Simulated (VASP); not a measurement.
# Bi2Te3 (Cm) in VASP: single point with PBE

Aim: the single point of Bi2Te3 with PBE.

Everything below comes from runs of VASP 6.6.1. Logs are shortened: lines on timing, memory, paths and dates and some standing lists are left out, and cuts for length are marked.

## (1) The cell of the first run

It takes space group Cm (No. 8, monoclinic). The conventional cell has a = 7.597 Å, b = 4.386 Å, c = 10.476 Å, α = 90.00°, β = 103.99°, γ = 90.00°. Within 4.0 Å of Bi (site symmetry m) lie 6 Te at 3.07 to 3.25 Å. Bi (site symmetry m) has 6 Te at 3.03 to 3.29 Å within 4.0 Å. Te (site symmetry m) has 6 Bi at 3.17 to 3.29 Å within 4.2 Å. Te (site symmetry m) has 3 Bi at 3.03 to 3.16 Å and 3 Te at 3.64 Å within 4.0 Å. Within 4.0 Å of Te (site symmetry m) lie 3 Bi at 3.07 Å and 3 Te at 3.64 Å.

## (2) Single point, PBE

INCAR

```
PREC     = Accurate       # precision mode
ENCUT    = 520            # plane-wave cutoff, eV
EDIFF    = 1E-6           # SCF threshold, eV
ISMEAR   = 0              # smearing method
SIGMA    = 0.01           # smearing width, eV
LREAL    = F              # projectors in reciprocal space
LASPH    = T              # aspherical terms in the spheres
NELM     = 100            # most SCF steps
ALGO     = Normal         # electronic algorithm
ISIF     = 2              # what is computed and relaxed
LWAVE    = F              # write WAVECAR
LCHARG   = F              # write CHGCAR
GGA      = PE             # functional
NBANDS   = 32             # bands
```

KPOINTS

```
Automatic mesh
0
Gamma
  6 6 6
```

POSCAR

```
Bi2Te3
1.0
    2.1930000000      1.2661290000     10.1656670000
   -2.1930000000      1.2661290000     10.1656670000
    0.0000000000     -2.5322580000     10.1656670000
Bi Te
2 3
Direct
    0.4000000000      0.4000000000      0.4000000000
    0.6131634823      0.6131634823      0.5736730354
    0.0000000000      0.0000000000      0.0000000000
    0.2095000000      0.2095000000      0.2095000000
    0.7905000000      0.7905000000      0.7905000000
```

Potentials or basis: VASP PAW PBE potentials, release 64 (Bi_d, Te).

The run is started by

```
cat potpaw_PBE.64/Bi_d/POTCAR potpaw_PBE.64/Te/POTCAR > POTCAR
mpirun -np 1 vasp_std > vasp.out
```

OUTCAR:

```text
PREC = Accurate
   ENCUT = 520
   EDIFF = 1E-6
   ISMEAR = 0
   LREAL = F
   LASPH = T
   NELM = 100
   ISIF = 2
   GGA = PE

 ion  position               nearest neighbor table
   1  0.400  0.400  0.400-   5 3.07   5 3.07   5 3.07   3 3.25   3 3.25   3 3.25
   2  0.613  0.613  0.574-   4 3.03   4 3.03   4 3.16   3 3.17   3 3.29   3 3.29
   3  0.000  0.000  0.000-   2 3.17   1 3.25   1 3.25   1 3.25   2 3.29   2 3.29
   4  0.209  0.209  0.209-   2 3.03   2 3.03   2 3.16   5 3.64   5 3.64   5 3.64
   5  0.791  0.791  0.791-   1 3.07   1 3.07   1 3.07   4 3.64   4 3.64   4 3.64

  LATTYP: Found a trigonal (rhomboedric) cell.
 ALAT       =    10.4763121946
 COS(alpha) =     0.9123624163

  Lattice vectors:

 A1 = (   2.1930000000,   1.2661290000,  10.1656670000)
 A2 = (  -2.1930000000,   1.2661290000,  10.1656670000)
 A3 = (   0.0000000000,  -2.5322580000,  10.1656670000)

Analysis of symmetry for initial positions (statically):
=====================================================================
 Subroutine PRICEL returns:
 Original cell was already a primitive cell.

 Routine SETGRP: Setting up the symmetry group for a
 trigonal (rhombohedral) supercell.

 Subroutine GETGRP returns: Found  2 space group operations
 (whereof  2 operations were pure point group operations)
 out of a pool of 12 trial point group operations.

The static configuration has the point symmetry C_1h.

Analysis of symmetry for dynamics (positions and initial velocities):
=====================================================================
 Subroutine PRICEL returns:
 Original cell was already a primitive cell.

 Routine SETGRP: Setting up the symmetry group for a
 trigonal (rhombohedral) supercell.

 Subroutine GETGRP returns: Found  2 space group operations
 (whereof  2 operations were pure point group operations)
 out of a pool of 12 trial point group operations.

The dynamic configuration has the point symmetry C_1h.

 Subroutine INISYM returns: Found  2 space group operations
 (whereof  2 operations are pure point group operations),
 and found     1 'primitive' translations

----------------------------------------------------------------------------------------

                                     Primitive cell

  volume of cell :     169.3572

[... 93 lines left out ...]
   NELM   =    100;   NELMIN=  2; NELMDL= -5     # of ELM steps
   EDIFF  = 0.1E-05   stopping-criterion for ELM
   LREAL  =      F    real-space projection
   EDIFFG = 0.1E-04   stopping-criterion for IOM
   NSW    =      0    number of steps for IOM
   IBRION =     -1    ionic relax: 0-MD 1-quasi-New 2-CG
   NFREE  =      0    steps in history (QN), initial steepest desc. (CG)
   ISIF   =      2    stress and relaxation
   ISYM   =      2    0-nonsym 1-usesym 2-fastsym
   POTIM  = 0.5000    time-step for ionic-motion
   TEBEG  =    0.0;   TEEND  =   0.0 temperature during run
   PSTRESS=    0.0 pullay stress
   NELECT =      48.0000    total number of electrons
   NUPDOWN=      -1.0000    fix difference up-down
   EMIN   =  10.00;   EMAX   =-10.00  energy-range for DOS
   EFERMI =   0.00;   METHOD = LEGACY
   ISMEAR =     0;   SIGMA  =   0.01  broadening in eV -4-tet -1-fermi 0-gaus
   EFERMI_NEDOS =   21; number of points for ismear=-14 and -15
   IALGO  =     38    algorithm
   IMIX   =      4    mixing-type and parameters
     AMIX     =   0.40;   BMIX     =  1.00
     AMIX_MAG =   1.60;   BMIX_MAG =  1.00
  volume/ion in A,a.u.               =      33.87       228.58
  Fermi-wavevector in a.u.,A,eV,Ry     =   1.075360  2.032136 15.733774  1.156400
  Thomas-Fermi vector in A             =   2.211215
   LORBIT       =      0    0 simple, 1 ext, 2 COOP (PROOUT), +10 PAW based schemes
   GGA     = PE    functional components
   LHFCALC =     F    Hartree Fock is set to
   AEXX    =    0.0000 exact exchange contribution
   IVDW    =     0    specifies the selected vdW correction
   LEPSILON=     F    determine dielectric tensor
   LRPA    =     F    only Hartree local field effects (RPA)
 non-spin polarized calculation
 Gauss-broadening in eV      SIGMA  =   0.01
  energy-cutoff  :      520.00
  volume of cell :      169.36
 maximum number of plane-waves:      4580
 NGX is ok and might be reduce to    80
   NGX = 39   NGY = 39   NGZ = 39

 number of electron      48.0000004 magnetization

 Free energy of the ion-electron system (eV)
  ---------------------------------------------------
  ext. energy  EPLUGINS =         0.00000000
  ---------------------------------------------------
  free energy    TOTEN  =       -18.32220961 eV

  energy without entropy =      -18.32220961  energy(sigma->0) =      -18.32220961

 E-fermi :   6.3294     XC(G=0):  -9.3284

 val. band max:        6.2200997438   @ k =   0.0000   0.0000   0.0000
 cond. band min:       6.5083952036   @ k =   0.0000   0.0000   0.0000
 fundamental gap:      0.2882954599
 Fermi energy:         6.3293965228

 k-point     1 :       0.0000    0.0000    0.0000
  band No.  band energies     occupation
      1     -16.9974      2.00000
      2     -16.9968      2.00000
      3     -16.9958      2.00000
      4     -16.9937      2.00000
      5     -16.9882      2.00000
      6     -16.9865      2.00000
[... 829 lines left out ...]
     31      10.5576      0.00000
     32      12.0450      0.00000

 [... further k-points ...]

------------------------ aborting loop because EDIFF is reached ----------------------------------------

  FORCE on cell =-STRESS in cart. coord.  units (eV):
  Direction    XX          YY          ZZ          XY          YZ          ZX
  --------------------------------------------------------------------------------------
  -------------------------------------------------------------------------------------
  Total        2.2111844      2.0085605      1.9501427      0.0000000     -0.2127833      0.0000000
  in kB       20.9185622     19.0016704     18.4490176      0.0000000     -2.0130028      0.0000000
  external PRESSURE =      19.4564167 kB  Pullay stress =       0.0000000 kB

 VOLUME and BASIS-vectors are now :
 -----------------------------------------------------------------------------
  energy-cutoff  :      520.00
  volume of cell :      169.36
      direct lattice vectors                 reciprocal lattice vectors
     2.193000000  1.266129000 10.165667000     0.227998176  0.131634823  0.032790109
    -2.193000000  1.266129000 10.165667000    -0.227998176  0.131634823  0.032790109
     0.000000000 -2.532258000 10.165667000     0.000000000 -0.263269646  0.032790109

 POSITION                                       TOTAL-FORCE (eV/Angst)
 -----------------------------------------------------------------------------------
      0.00000      0.00000     12.19880         0.000000      0.079143      0.017799
      0.00000      0.10000     18.29820         0.000000     -0.261038     -0.001402
      0.00000      0.00000      0.00000         0.000000      0.037612      0.010474
      0.00000      0.00000      6.38912         0.000000      0.201923     -0.003241
      0.00000      0.00000     24.10788         0.000000     -0.057640     -0.023629
 -----------------------------------------------------------------------------------
    total drift:                               -0.000000     -0.000021      0.000059

  FREE ENERGIE OF THE ION-ELECTRON SYSTEM (eV)
  ---------------------------------------------------
  free  energy   TOTEN  =       -18.3222096100 eV

  energy  without entropy=      -18.3222096100  energy(sigma->0) =      -18.32220961
```

stdout:

```text
POSCAR found type information on POSCAR BiTe
 POSCAR found :  2 types and       5 ions
 scaLAPACK will be used
 LDA part: xc-table for (Slater+PW92), standard interpolation
 POSCAR, INCAR and KPOINTS ok, starting setup
 FFT: planning ... GRIDC
 FFT: planning ... GRID_SOFT
 FFT: planning ... GRID
 WAVECAR not read
 entering main loop
```

Run time: 17 min. Hardware: 1 thread of Intel Xeon Platinum 8488C (Sapphire Rapids), shared host; peak memory 1.1 GiB.

What came out:

```yaml
Free_energy: -18.3222 eV
Pressure: 1.9 GPa
Largest_force: 0.261 eV/Å
Band_gap_on_the_k_mesh: 0.29 eV
```

Forces in eV/Å, atoms in the order of the input:
```
Bi   0.000  0.079  0.018
Bi   0.000 -0.261 -0.001
Te   0.000  0.038  0.010
Te   0.000  0.202 -0.003
Te   0.000 -0.058 -0.024
```

Stress tensor (GPa, compression positive):
```
 2.09  0.00  0.00
 0.00  1.90 -0.20
 0.00 -0.20  1.84
```

Caveat: spin-orbit coupling is left out, which moves the levels of the heavy elements.
